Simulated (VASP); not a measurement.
Write the native input for VASP 6.6.1 that does the following.

| Quantity | Value |
| --- | --- |
| Task | single point |
| Functional | HSE06 |
| Potentials or basis | VASP PAW PBE potentials, release 64 (Cu, I) |
| Cutoff | 520 eV |
| k mesh | 4 × 4 × 4 |
| Occupations | fermi-dirac, width 0.02 eV |
| Spin | no spin polarisation |
| Dipole correction | no |
| Grid for exact exchange (PRECFOCK) | Normal |
| Further INCAR settings | ALGO = Normal; EDIFF = 1e-06; NBANDS = 16 |
| Share of exact exchange | 0.25 |
| Screening parameter | 0.2079 1/Å |

The system is CuI.

```xyz
2
Lattice="0.0000 3.0529 3.0529 3.0529 0.0000 3.0529 3.0529 3.0529 0.0000" Properties=species:S:1:pos:R:3 pbc="T T T"
Cu    1.5264    1.5264    1.5264
I     0.0000    0.0000    0.0000
```

The input as run:

POSCAR

```
CuI
1.0
    0.0000000000      3.0528997534      3.0528997534
    3.0528997534      0.0000000000      3.0528997534
    3.0528997534      3.0528997534      0.0000000000
Cu I
1 1
Direct
    0.2500000000      0.2500000000      0.2500000000
    0.0000000000      0.0000000000      0.0000000000
```

INCAR.step1

```
SYSTEM = CuI
ALGO     = Normal         ! electronic algorithm
EDIFF    = 1E-5           ! SCF threshold, eV
ENCUT    = 520            ! plane-wave cutoff, eV
GGA      = PE             ! functional
ISIF     = 2              ! what is computed and relaxed
ISMEAR   = -1             ! smearing method
LASPH    = .True.         ! aspherical terms in the spheres
LREAL    = .False.        ! projectors in reciprocal space
LWAVE    = .True.         ! write WAVECAR
NBANDS   = 16             ! bands
NELM     = 80             ! most SCF steps
PREC     = Accurate       ! precision mode
SIGMA    = 0.02           ! smearing width, eV
```

INCAR.step2

```
SYSTEM = CuI
ALGO     = Normal         ! electronic algorithm
EDIFF    = 1E-6           ! SCF threshold, eV
ENCUT    = 520            ! plane-wave cutoff, eV
GGA      = PE             ! functional
HFSCREEN = 0.2079         ! screening, 1/A
ISIF     = 2              ! what is computed and relaxed
ISMEAR   = -1             ! smearing method
ISTART   = 1            
LASPH    = .True.         ! aspherical terms in the spheres
LCHARG   = .True.         ! write CHGCAR
LELF     = .True.         ! ELF
LHFCALC  = .True.         ! exact exchange
LREAL    = .False.        ! projectors in reciprocal space
LVHAR    = .True.       
LWAVE    = .False.        ! write WAVECAR
NBANDS   = 16             ! bands
NELM     = 80             ! most SCF steps
PREC     = Accurate       ! precision mode
PRECFOCK = Normal       
SIGMA    = 0.02           ! smearing width, eV
```

KPOINTS

```
k-points
0
Gamma
  4 4 4
  0 0 0
```

Potentials or basis: VASP PAW PBE potentials, release 64 (Cu, I).

Launch:

```console
$ cat potpaw_PBE.64/Cu/POTCAR potpaw_PBE.64/I/POTCAR > POTCAR
$ cp INCAR.step1 INCAR
$ mpirun -np 1 vasp_std > vasp.out
$ cp INCAR.step2 INCAR
$ mpirun -np 1 vasp_std > vasp.out
```

It gave:

- Pressure: -0.2 GPa
- Band gap on the k mesh: 2.55 eV

Caveat: the k points lie up to 0.45 Å⁻¹ apart; the PAW data sets were made with another functional, which shifts forces and pressure a little; spin-orbit coupling is left out, which moves the levels of the heavy elements.

It took 5.4 min on 1 thread of Intel(R) Xeon(R) 6975P-C (Granite Rapids) (shared host), peak memory 0.29 GiB.
